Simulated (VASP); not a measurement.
# BAs3 in VASP: notebook

BAs3 is run at these levels: PBE; tasks: single point.

All numbers are computed with VASP 6.6.1; they aren't measurements. Logs are shortened: lines on timing, memory, paths and dates and some standing lists are left out, and cuts for length are marked.

## 1. The cell of the first run

The cell holds a disordered packing, 20 atoms: a = 7.116 Å, b = 7.459 Å, c = 7.561 Å, α = 89.01°, β = 91.18°, γ = 88.09°.

## 2. Single point, PBE

INCAR

```
PREC = Accurate ; ENCUT = 420
EDIFF = 1E-6 ; ISMEAR = -1
SIGMA = 0.05 ; LREAL = Auto
LASPH = True ; NELM = 120
ALGO = Normal ; ISIF = 2
LWAVE = False ; LCHARG = False
GGA = PE ; ISYM = -1
NBANDS = 61 ; GGA_COMPAT = False
```

KPOINTS

```
explicit points
1
Reciprocal
  0.25000000   0.25000000   0.25000000 1
```

POSCAR

```
BAs3
1.0
    7.1150020000      0.1216840000     -0.0762260000
    0.1216840000      7.4579790000      0.0655730000
   -0.0762260000      0.0655730000      7.5605040000
B As
5 15
Direct
    0.1491982535      0.4614138680      0.8155951633
    0.2039261964      0.4403177647      0.6163634754
    0.1927719737      0.4526335254      0.0334956107
    0.1829484667      0.4254858313      0.3998704382
    0.1232422597      0.6413194178      0.4664974751
    0.6671910458      0.4688340623      0.1982818141
    0.9270151959      0.2750293714      0.3696461452
    0.5829244794      0.9470905840      0.0927322346
    0.8395372441      0.6826813788      0.9523334820
    0.9465490165      0.3023009170      0.6928650348
    0.6316419202      0.4237653355      0.5935112226
    0.0197712310      1.0036584782      0.9576853851
    0.3678166806      0.6696038301      0.9897868267
    0.9468069106      0.9535022709      0.2728994389
    0.3326990051      0.2886014182      0.2206630475
    0.3583489785      0.7141456551      0.6457743870
    0.3413754249      0.9546002811      0.3148585966
    0.8201550673      0.6797493544      0.4450130488
    0.7215647185      0.8850014038      0.6779960430
    0.6995478855      0.2090338259      0.9457754089
```

Potentials or basis: VASP PAW PBE potentials, release 64 (B, As).

Launch:

```
$ cat potpaw_PBE.64/B/POTCAR potpaw_PBE.64/As/POTCAR > POTCAR
$ mpirun -np 1 vasp_std > vasp.out
```

OUTCAR:

```text
PREC = Accurate
   ENCUT = 420
   EDIFF = 1E-6
   ISMEAR = -1
   LREAL = Auto
   LASPH = True
   NELM = 120
   ISIF = 2
   GGA = PE
   ISYM = -1

 ion  position               nearest neighbor table
   1  0.149  0.461  0.816-   2 1.57   3 1.67  10 2.11
   2  0.204  0.440  0.616-   1 1.57   4 1.65   5 1.93  10 2.21  16 2.36
   3  0.193  0.453  0.033-   1 1.67  15 2.07  13 2.10
   4  0.183  0.425  0.400-   2 1.65   5 1.74  15 2.01   7 2.18
   5  0.123  0.641  0.466-   4 1.74   2 1.93  18 2.17  16 2.22
   6  0.667  0.469  0.198-   7 2.62  18 2.70  20 2.75   9 2.76  15 2.78
   7  0.927  0.275  0.370-   4 2.18  10 2.46  14 2.52   6 2.62
   8  0.583  0.947  0.093-  20 2.41  17 2.43  13 2.73   9 2.87  14 2.90
   9  0.840  0.683  0.952-  19 2.65  12 2.75   6 2.76   8 2.87
  10  0.947  0.302  0.693-   1 2.11   2 2.21   7 2.46  11 2.49  20 2.72
  11  0.632  0.424  0.594-  10 2.49  18 2.62  16 2.90
  12  0.020  0.004  0.958-  14 2.47  20 2.70   9 2.75
  13  0.368  0.670  0.990-   3 2.10  16 2.62   8 2.73
  14  0.947  0.954  0.273-  12 2.47   7 2.52  18 2.60  17 2.82   8 2.90
  15  0.333  0.289  0.221-   4 2.01   3 2.07  17 2.58   6 2.78
  16  0.358  0.714  0.646-   5 2.22   2 2.36  13 2.62  11 2.90
  17  0.341  0.955  0.315-   8 2.43  15 2.58  14 2.82
  18  0.820  0.680  0.445-   5 2.17  19 2.45  14 2.60  11 2.62   6 2.70
  19  0.722  0.885  0.678-  18 2.45   9 2.65
  20  0.700  0.209  0.946-   8 2.41  12 2.70  10 2.72   6 2.75

IMPORTANT INFORMATION: All symmetrisations will be switched off!
NOSYMM: (Re-)initialisation of all symmetry stuff for point group C_1.

----------------------------------------------------------------------------------------

                                     Primitive cell

  volume of cell :     401.0000

  direct lattice vectors                    reciprocal lattice vectors
     7.115002000  0.121684000 -0.076226000     0.140602950 -0.002306710  0.001437584
     0.121684000  7.457979000  0.065573000    -0.002306710  0.134132652 -0.001186602
    -0.076226000  0.065573000  7.560504000     0.001437584 -0.001186602  0.132291100

  length of vectors
     7.116450721  7.459259855  7.561172591     0.140629219  0.134157732  0.132304232

  position of ions in fractional coordinates (direct lattice)
     0.149198254  0.461413868  0.815595163
     0.203926196  0.440317765  0.616363475
     0.192771974  0.452633525  0.033495611
     0.182948467  0.425485831  0.399870438
     0.123242260  0.641319418  0.466497475
     0.667191046  0.468834062  0.198281814
[... 12 lines left out ...]
     0.721564718  0.885001404  0.677996043
     0.699547886  0.209033826  0.945775409

  ion indices of the primitive-cell ions
   primitive index   ion index
                 1           1
                 2           2
                 3           3
                 4           4
                 5           5
                 6           6
[... 12 lines left out ...]
                19          19
                20          20

----------------------------------------------------------------------------------------

 KPOINTS: explicit points

Read explicit list of k-points.

 Found      1 k-points:

 Following reciprocal coordinates:
            Coordinates               Weight
  0.250000  0.250000  0.250000      1.000000
   k-points           NKPTS =      1   k-points in BZ     NKDIM =      1   number of bands    NBANDS=     61
   number of dos      NEDOS =    301   number of ions     NIONS =     20
   total plane-waves  NPLWV = 129600
   dimension x,y,z NGX =    48 NGY =   50 NGZ =   54
   dimension x,y,z NGXF=    96 NGYF=  100 NGZF=  108
   ions per type =               5  15
   NGX,Y,Z   is equivalent  to a cutoff of  11.21, 11.14, 11.87 a.u.
   NGXF,Y,Z  is equivalent  to a cutoff of  22.43, 22.29, 23.75 a.u.
 SYSTEM =  unknown system
   PREC   = accura    normal or accurate (medium, high low for compatibility)
   ISTART =      0    job   : 0-new  1-cont  2-samecut
   ICHARG =      2    charge: 1-file 2-atom 10-const
   ISPIN  =      1    spin polarized calculation?
   LNONCOLLINEAR =      F non collinear calculations
   LSORBIT =      F    spin-orbit coupling
   LASPH  =      T    aspherical Exc in radial PAW
   ENCUT  =  420.0 eV  30.87 Ry    5.56 a.u.  11.89 12.46 12.63*2*pi/ulx,y,z
   NELM   =    120;   NELMIN=  2; NELMDL= -5     # of ELM steps
   EDIFF  = 0.1E-05   stopping-criterion for ELM
   LREAL  =      T    real-space projection
   EDIFFG = 0.1E-04   stopping-criterion for IOM
   NSW    =      0    number of steps for IOM
   IBRION =     -1    ionic relax: 0-MD 1-quasi-New 2-CG
   NFREE  =      0    steps in history (QN), initial steepest desc. (CG)
   ISIF   =      2    stress and relaxation
   ISYM   =     -1    0-nonsym 1-usesym 2-fastsym
   POTIM  = 0.5000    time-step for ionic-motion
   TEBEG  =    0.0;   TEEND  =   0.0 temperature during run
   PSTRESS=    0.0 pullay stress
   NELECT =      90.0000    total number of electrons
   NUPDOWN=      -1.0000    fix difference up-down
   EMIN   =  10.00;   EMAX   =-10.00  energy-range for DOS
   EFERMI =   0.00;   METHOD = LEGACY
   ISMEAR =    -1;   SIGMA  =   0.05  broadening in eV -4-tet -1-fermi 0-gaus
   EFERMI_NEDOS =   21; number of points for ismear=-14 and -15
   IALGO  =     38    algorithm
   IMIX   =      4    mixing-type and parameters
     AMIX     =   0.40;   BMIX     =  1.00
     AMIX_MAG =   1.60;   BMIX_MAG =  1.00
  volume/ion in A,a.u.               =      20.05       135.30
  Fermi-wavevector in a.u.,A,eV,Ry     =   0.994888  1.880066 13.467077  0.989802
  Thomas-Fermi vector in A             =   2.126870
   LORBIT       =      0    0 simple, 1 ext, 2 COOP (PROOUT), +10 PAW based schemes
   GGA     = PE    functional components
   LHFCALC =     F    Hartree Fock is set to
   AEXX    =    0.0000 exact exchange contribution
   IVDW    =     0    specifies the selected vdW correction
   LEPSILON=     F    determine dielectric tensor
   LRPA    =     F    only Hartree local field effects (RPA)
 non-spin polarized calculation
  energy-cutoff  :      420.00
  volume of cell :      401.00
 maximum number of plane-waves:      7849
 NGX is ok and might be reduce to    48
   NGX = 23   NGY = 25   NGZ = 25

 number of electron      89.9999995 magnetization

 Free energy of the ion-electron system (eV)
  ---------------------------------------------------
  ext. energy  EPLUGINS =         0.00000000
  ---------------------------------------------------
  free energy    TOTEN  =       -92.17162433 eV

  energy without entropy =      -92.14281677  energy(sigma->0) =      -92.15722055

 E-fermi :   4.2014     XC(G=0):  -9.5683

 val. band max:        4.0307139270   @ k =   0.2500   0.2500   0.2500
 cond. band min:       4.3738130568   @ k =   0.2500   0.2500   0.2500
 fundamental gap:      0.3430991298
 Fermi energy:         4.2013678585

 k-point     1 :       0.2500    0.2500    0.2500
  band No.  band energies     occupation
      1     -10.3074      2.00000
      2      -9.5208      2.00000
      3      -8.9048      2.00000
      4      -8.6220      2.00000
      5      -8.1931      2.00000
      6      -7.8604      2.00000
[... 49 lines left out ...]
     56       6.5913      0.00000
     57       6.7898      0.00000
 [bands above 57 left out]

------------------------ aborting loop because EDIFF is reached ----------------------------------------

  FORCE on cell =-STRESS in cart. coord.  units (eV):
  Direction    XX          YY          ZZ          XY          YZ          ZX
  --------------------------------------------------------------------------------------
  -------------------------------------------------------------------------------------
  Total       -2.4957872     -0.2818298     13.3513941      1.9847552     -4.7442766     -3.2163684
  in kB       -9.9718053     -1.1260383     53.3448929      7.9299999    -18.9555433    -12.8508548
  external PRESSURE =      14.0823498 kB  Pullay stress =       0.0000000 kB

 VOLUME and BASIS-vectors are now :
 -----------------------------------------------------------------------------
  energy-cutoff  :      420.00
  volume of cell :      401.00
      direct lattice vectors                 reciprocal lattice vectors
     7.115002000  0.121684000 -0.076226000     0.140602950 -0.002306710  0.001437584
     0.121684000  7.457979000  0.065573000    -0.002306710  0.134132652 -0.001186602
    -0.076226000  0.065573000  7.560504000     0.001437584 -0.001186602  0.132291100

 POSITION                                       TOTAL-FORCE (eV/Angst)
 -----------------------------------------------------------------------------------
      1.05552      3.51285      6.18519         0.258672      0.135764      1.323712
      1.45753      3.34911      4.67335         0.432815      0.914850     -0.465082
      1.42410      3.40138      0.26823         0.741097      0.277613     -1.347726
      1.32297      3.22175      3.03718        -0.588114     -0.032855      0.601474
      0.91935      4.82853      3.55962         0.108526     -1.066021     -0.048002
      4.78900      3.59074      1.47900        -0.208476     -0.041823     -0.169590
[... 12 lines left out ...]
      5.18994      6.73258      5.12902        -1.088918      0.664687      0.675514
      4.93063      1.70611      7.11092         0.004734     -0.322435     -0.335057
 -----------------------------------------------------------------------------------
    total drift:                               -0.008821      0.021884     -0.017859

  FREE ENERGIE OF THE ION-ELECTRON SYSTEM (eV)
  ---------------------------------------------------
  free  energy   TOTEN  =       -92.1716243284 eV

  energy  without entropy=      -92.1428167666  energy(sigma->0) =      -92.15722055
```

Wall time 30 s (1 thread of Intel Xeon 6975P-C (Granite Rapids), shared host); peak memory 0.31 GiB.

What came out:

```yaml
Free_energy: -92.1716 eV
Pressure: 1.4 GPa
Largest_force: 1.563 eV/Å
```

Forces on the atoms (eV/Å):
```
B    0.259  0.136  1.324
B    0.433  0.915 -0.465
B    0.741  0.278 -1.348
B   -0.588 -0.033  0.601
B    0.109 -1.066 -0.048
As  -0.208 -0.042 -0.170
As   0.452  0.148 -0.588
As   0.081 -0.833  0.045
As   0.838  0.382 -0.326
As  -0.032 -1.043  0.054
As  -0.605  0.251 -0.062
As  -0.293  0.026  0.225
As  -0.619 -0.435 -0.609
As   0.804  0.007 -0.011
As  -0.166  1.126  0.280
As   0.345 -0.354  0.587
As  -0.782  0.170  0.121
As   0.316  0.027  0.048
As  -1.089  0.665  0.676
As   0.005 -0.322 -0.335
```

Caveat: the atoms stand as in a frame of molecular dynamics.

## 3. Single point, PBE

INCAR is that of step 2.

KPOINTS is that of step 2.

POSCAR

```
BAs3
1.0
    7.1150020000      0.1216840000     -0.0762260000
    0.1216840000      7.4579790000      0.0655730000
   -0.0762260000      0.0655730000      7.5605040000
B As
5 15
Direct
    0.1473775287      0.4462876337      0.8049153311
    0.2055893113      0.4686217366      0.6110136729
    0.2492482750      0.4283242706     -0.0022408967
    0.1658046740      0.4104768305      0.4055578080
    0.1094693028      0.6185338298      0.4539524466
    0.6618664295      0.4702863757      0.1993584478
    0.9297630058      0.2573285132      0.3680031533
    0.5803201393      0.9350840475      0.0910151250
    0.8684640462      0.7022975297      0.9391913270
    0.9456235080      0.2799216571      0.6818951216
    0.6242646523      0.4293221135      0.5984425454
    0.0138649473      1.0070707439      0.9574885774
    0.3717195215      0.6627733523      0.9814243409
    0.9547284062      0.9483042957      0.2684383171
    0.3308287810      0.3042843844      0.2231388165
    0.3604575661      0.7175916906      0.6530938412
    0.3319748661      0.9528535725      0.3148252615
    0.8297903381      0.6799666867      0.4548445636
    0.6989416598      0.8962331074      0.6935368110
    0.6894225390      0.2116998502      0.9610399159
```

Potentials or basis: VASP PAW PBE potentials, release 64 (B, As).

Launch:

```
$ cat potpaw_PBE.64/B/POTCAR potpaw_PBE.64/As/POTCAR > POTCAR
$ mpirun -np 1 vasp_std > vasp.out
```

It took 32 s on 1 thread of Intel Xeon 6975P-C (Granite Rapids), shared host; peak memory 0.31 GiB.

The run converged. Its results:

```yaml
Free_energy: -93.0997 eV
Pressure: 3.0 GPa
Largest_force: 1.349 eV/Å
```

Forces on the atoms (eV/Å):
```
B   -0.327 -0.252  1.284
B    0.389  0.196 -0.589
B   -0.474 -0.120  0.163
B    0.172 -0.232 -0.981
B   -0.048  0.566 -0.251
As  -0.071  0.309  0.271
As  -0.097  0.665 -0.590
As  -0.234 -0.485  0.380
As   0.003 -0.256 -0.555
As  -0.253 -0.620  0.788
As   0.044  0.211  0.151
As   0.344  0.362 -0.128
As   0.018  0.398 -0.467
As   1.099 -0.417  0.574
As   0.733 -0.343  0.588
As   0.394 -0.252  0.100
As  -0.529  0.323  0.003
As  -0.839  0.144 -0.036
As  -0.340 -0.027 -0.082
As   0.015 -0.171 -0.623
```

Stress tensor (GPa, compression positive):
```
 0.10  0.46 -1.26
 0.46  1.00 -2.09
-1.26 -2.09  7.77
```

Levels at points of the mesh, in eV from the Fermi level:
```csv
k point,band 42,band 43,band 44,band 45,band 46,band 47,band 48,band 49
"(0.25, 0.25, 0.25)",-0.85,-0.78,-0.47,-0.27,0.28,0.36,0.44,0.92
```

Caveat: the atoms stand as in a frame of molecular dynamics.

## 4. Single point, PBE

INCAR

```
SYSTEM = BAs3
PREC = Accurate
ENCUT = 420
EDIFF = 1E-6
ISMEAR = -1
SIGMA = 0.05
LREAL = Auto
LASPH = .True.
NELM = 120
ALGO = Normal
ISIF = 2
LWAVE = .False.
LCHARG = .False.
GGA = PE
ISYM = -1
NBANDS = 61
GGA_COMPAT = .False.
```

KPOINTS is that of step 3.

POSCAR

```
BAs3
1.0
    7.1150020000      0.1216840000     -0.0762260000
    0.1216840000      7.4579790000      0.0655730000
   -0.0762260000      0.0655730000      7.5605040000
B As
5 15
Direct
    0.1571367157      0.4186725159      0.7941095316
    0.1862175938      0.4895970802      0.5980595041
    0.2661153544      0.4271932837     -0.0174236316
    0.1650177010      0.4410750843      0.3822193630
    0.1153669252      0.6387320455      0.4424917152
    0.6679916639      0.4686813120      0.1944355155
    0.9281590047      0.2687278041      0.3636036116
    0.5888167892      0.9266158897      0.0968168478
    0.8795744089      0.6992238975      0.9243701518
    0.9382159713      0.2554872299      0.6675572669
    0.6258273748      0.4530338607      0.6076403806
    0.0156857400      1.0157574288      0.9589575509
    0.3646507285      0.6692016059      0.9676592076
    0.9668968824      0.9528371892      0.2736243892
    0.3351843379      0.3053766273      0.2257324776
    0.3653189451      0.7121723147      0.6631595627
    0.3132547394      0.9623951763      0.3203131718
    0.8249089439      0.6810566614      0.4638113518
    0.6867273302      0.9113220797      0.7084674983
    0.6989458316      0.2023058137      0.9574209664
```

Launch:

```
$ cat potpaw_PBE.64/B/POTCAR potpaw_PBE.64/As/POTCAR > POTCAR
$ mpirun -np 1 vasp_std > vasp.out
```

Run time: 38 s. Hardware: 1 thread of Intel Xeon 6975P-C (Granite Rapids), shared host; peak memory 0.31 GiB.

Results (log left out):

| Item | Value |
| --- | --- |
| Free energy | -93.2305 eV |
| Pressure | 3.3 GPa |
| Largest force | 1.819 eV/Å |

Forces on the atoms (eV/Å):
```
B   -0.428  0.029 -0.373
B    0.275 -0.293  0.963
B   -0.245 -0.956  0.998
B   -0.043 -1.243 -1.022
B   -0.776  1.327 -0.217
As   0.109  0.284  0.532
As   0.427  0.790 -1.583
As  -0.512 -0.685  0.618
As  -0.213  0.151 -0.162
As   0.133  0.133  1.477
As  -0.107 -0.442  0.324
As   0.678 -0.359  0.295
As  -0.178  0.412  0.978
As   0.287  0.040  0.059
As   0.884  0.182 -0.240
As   0.452  0.055 -1.366
As   0.459  0.143  0.068
As  -0.597  0.509 -0.550
As  -0.117 -0.142 -0.643
As  -0.487  0.066 -0.155
```

Stress tensor (GPa, compression positive):
```
 0.85 -0.57 -0.90
-0.57  0.72 -2.14
-0.90 -2.14  8.37
```

Levels at points of the mesh, in eV from the Fermi level:
```tsv
k point	band 42	band 43	band 44	band 45	band 46	band 47	band 48	band 49
(0.25, 0.25, 0.25)	-0.97	-0.75	-0.43	-0.25	0.25	0.39	0.50	0.98
```

Caveat: the atoms stand as in a frame of molecular dynamics.

## 5. Single point, PBE

INCAR

```
PREC     = Accurate       # precision mode
ENCUT    = 420            # plane-wave cutoff, eV
EDIFF    = 1E-6           # SCF threshold, eV
ISMEAR   = -1             # smearing method
SIGMA    = 0.3447         # smearing width, eV
LREAL    = Auto         
LASPH    = T              # aspherical terms in the spheres
NELM     = 120            # most SCF steps
ALGO     = Normal         # electronic algorithm
ISIF     = 2              # what is computed and relaxed
LWAVE    = F              # write WAVECAR
LCHARG   = F              # write CHGCAR
GGA      = PE             # functional
ISYM     = -1           
NBANDS   = 61             # bands
GGA_COMPAT= F
```

KPOINTS is that of step 4.

POSCAR

```
BAs3
1.0
    7.1150020000      0.1216840000     -0.0762260000
    0.1216840000      7.4579790000      0.0655730000
   -0.0762260000      0.0655730000      7.5605040000
B As
5 15
Direct
    0.0214668684      0.4937534167      0.8974457841
    0.3506802390      0.5409334740      0.3982178068
    1.0156842960      0.3768660890      0.0866682051
    0.3478735779      0.2804714519      0.5072690467
    0.1674324483      0.6905079292      0.2445749687
    0.6738454270      0.4364745055      0.2105911985
    0.9867899053      0.3413296309      0.3864889218
    0.6740225506      0.9370193244      0.0938007406
    0.8055357627      0.6281832542      0.0049512451
    1.0089095664      0.2715369877      0.7493281725
    0.6270331740      0.4049289440      0.5732776314
    0.1903903753      0.9763527407      0.8771338946
    0.3203576429      0.7529294055      0.0513306708
    0.9741281578      0.9151172069      0.2570765008
    0.2908412565      0.3444237831      0.2094296577
    0.1690637800      0.8539498149      0.5963865642
    0.3019656516      0.9793902631      0.2599026568
    0.8645103872      0.6701319785      0.5444267478
    0.7030425509      0.8343989283      0.7710381584
    0.5731499474      0.2303553704      0.9605067116
```

Launch:

```
$ cat potpaw_PBE.64/B/POTCAR potpaw_PBE.64/As/POTCAR > POTCAR
$ mpirun -np 1 vasp_std > vasp.out
```

Run time: 37 s. Hardware: 1 thread of Intel Xeon 6975P-C (Granite Rapids), shared host; peak memory 0.31 GiB.

It converged, with:

| Property | Result |
| --- | --- |
| Free energy | -85.5168 eV |
| Pressure | 6.2 GPa |
| Largest force | 4.551 eV/Å |

Forces in eV/Å, atoms in the order of the input:
```
B   -0.062 -1.109  0.715
B   -1.255  0.117 -0.330
B    0.767  0.197  0.126
B    0.157  1.264 -0.519
B    0.225 -1.087  2.517
As  -0.694 -0.852  0.791
As  -0.222 -0.367  0.212
As  -0.848  0.692  0.087
As   1.143  0.793 -1.961
As   0.414  0.401  0.195
As  -2.320 -0.368  0.411
As  -1.151  2.372 -0.568
As   2.214 -2.998 -2.611
As  -0.281 -0.702  1.870
As   0.580 -0.901 -0.806
As   0.369 -1.087 -1.044
As   1.503  2.150  2.502
As   0.713  0.644 -0.448
As  -1.037  0.695 -0.870
As  -0.214  0.144 -0.268
```

Stress tensor (GPa, compression positive):
```
 4.98  0.14 -2.14
 0.14  6.47  0.16
-2.14  0.16  7.31
```

Levels at points of the mesh, in eV from the Fermi level:
```csv
k point,band 44,band 45,band 46,band 47,band 48,band 49
"(0.25, 0.25, 0.25)",-0.25,-0.19,-0.04,0.32,0.50,0.76
```

Caveat: the atoms stand as in a frame of molecular dynamics.

## 6. Overview

| cell | smearing | pressure (GPa) | largest force (eV/Å) |
| --- | --- | --- | --- |
| as given, atomic positions A | fermi-dirac 0.05 eV | 1.4 | 1.56 |
| as given, atomic positions B | fermi-dirac 0.05 eV | 3.0 | 1.35 |
| as given, atomic positions C | fermi-dirac 0.05 eV | 3.3 | 1.82 |
| as given, atomic positions D | fermi-dirac 0.3447 eV | 6.2 | 4.55 |

Alike in all rows: task single point; level PBE; potentials or basis VASP PAW PBE potentials, release 64 (B, As); no spin polarisation; k mesh 1 × 1 × 1, shifted; cutoff (eV) 420.

Caveats: the atoms stand as in a frame of molecular dynamics.

Absolute energies hang on the potentials; compare differences alone.
